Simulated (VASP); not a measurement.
Write the native input for VASP 6.6.1 that does the following.

- Task: single point
- Functional: r2SCAN50
- Potentials or basis: VASP PAW PBE potentials, release 64 (Cl, Na_pv)
- Cutoff: 520 eV
- k mesh: 4 × 4 × 4
- Occupations: fermi-dirac, width 0.05 eV
- Spin: no spin polarisation
- Dipole correction: no
- Grid for exact exchange (PRECFOCK): Normal
- Further INCAR settings: ALGO = Normal; EDIFF = 1e-07; NBANDS = 14
- Share of exact exchange: 0.5

NaCl:

```
Cl Na
1.0
     3.50219    0.00000    0.00000
     0.00000    3.50219    0.00000
     0.00000    0.00000    3.50219
Cl Na
1 1
Direct
  0.50000 0.50000 0.50000
  0.00000 0.00000 0.00000
```

One way to write it, as run:

POSCAR

```
NaCl
1.0
    3.5021900000      0.0000000000      0.0000000000
    0.0000000000      3.5021900000      0.0000000000
    0.0000000000      0.0000000000      3.5021900000
Cl Na
1 1
Direct
    0.5000000000      0.5000000000      0.5000000000
    0.0000000000      0.0000000000      0.0000000000
```

INCAR.step1

```
SYSTEM = NaCl
  ALGO = Normal
  EDIFF = 1E-5
  ENCUT = 520
  GGA = PE
  ISIF = 2
  ISMEAR = -1
  LASPH = .TRUE.
  LCHARG = .FALSE.
  LREAL = .FALSE.
  LWAVE = .TRUE.
  NBANDS = 14
  NELM = 80
  PREC = Accurate
  SIGMA = 0.05
```

INCAR.step2

```
SYSTEM = NaCl
  AEXX = 0.5
  ALGO = Normal
  EDIFF = 1E-7
  ENCUT = 520
  ISIF = 2
  ISMEAR = -1
  ISTART = 1
  LASPH = .TRUE.
  LCHARG = .FALSE.
  LHFCALC = .TRUE.
  LMIXTAU = .TRUE.
  LREAL = .FALSE.
  LWAVE = .FALSE.
  METAGGA = R2SCAN
  NBANDS = 14
  NELM = 80
  PREC = Accurate
  PRECFOCK = Normal
  SIGMA = 0.05
```

KPOINTS

```
k-points
0
G
  4 4 4
  0 0 0
```

Potentials or basis: VASP PAW PBE potentials, release 64 (Cl, Na_pv).

The run is started by

```console
$ cat potpaw_PBE.64/Cl/POTCAR potpaw_PBE.64/Na_pv/POTCAR > POTCAR
$ cp INCAR.step1 INCAR
$ mpirun -np 1 vasp_std > vasp.out
$ cp INCAR.step2 INCAR
$ mpirun -np 1 vasp_std > vasp.out
```

Results of the run:

- Pressure: -1.6 GPa
- Band gap on the k mesh: 8.27 eV (least direct gap 8.85 eV)

Caveat: the k points lie up to 0.45 Å⁻¹ apart; the PAW data sets were made with another functional, which shifts forces and pressure a little.

Wall time 5.6 min on 1 thread of Intel(R) Xeon(R) Platinum 8259CL CPU @ 2.50GHz (Skylake/Cascade Lake) (shared host), peak memory 0.16 GiB.
